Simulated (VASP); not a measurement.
Here is a VASP 6.6.1 calculation.

File INCAR:

```
PREC = Accurate ; ENCUT = 520
EDIFF = 1E-6 ; ISMEAR = 0
SIGMA = 0.2 ; LREAL = F
LASPH = T ; NELM = 80
ALGO = Fast ; ISIF = 2
LWAVE = F ; LCHARG = F
GGA = PE ; NBANDS = 71
```

File KPOINTS:

```
regular mesh
0
Gamma
  4 4 2
```

The input POSCAR:

```
SrTl2Zn2
1.0
    3.4772849544      4.4709139720      0.0000000000
    0.0000000000      0.0000000000      5.9263537119
    6.9545699088     -8.9418279441      0.0000000000
Sr Zn Tl
2 4 4
Direct
    0.0000000000      0.0000000000      0.0000000000
    1.0000000000      0.0000000000      0.5000000000
    0.1895843416      0.5000000000      0.0947921708
    0.1895843416      0.5000000000      0.5947921708
    0.8104156584      0.5000000000      0.4052078292
    0.8104156584      0.5000000000      0.9052078292
    0.7040051746      0.5000000000      0.1479974127
    0.7040051746      0.5000000000      0.6479974127
    0.2959948254      0.5000000000      0.3520025873
    0.2959948254      0.5000000000      0.8520025873
```

Potentials or basis: VASP PAW PBE potentials, release 64 (Sr_sv, Zn, Tl_d).

Launch:

```bash
$ cat potpaw_PBE.64/Sr_sv/POTCAR potpaw_PBE.64/Zn/POTCAR potpaw_PBE.64/Tl_d/POTCAR > POTCAR
$ mpirun -np 1 vasp_std > vasp.out
```

(1) Predict the band gap on the k mesh.

(2) What does it give for the pressure?

(3) Estimate the largest force.

Answers

(1) zero (bands 60 and 61 overlap by 0.88 eV).

(2) -0.2 GPa.

(3) 0.077 eV/Å.

Caveat: spin-orbit coupling is left out, which moves the levels of the heavy elements.
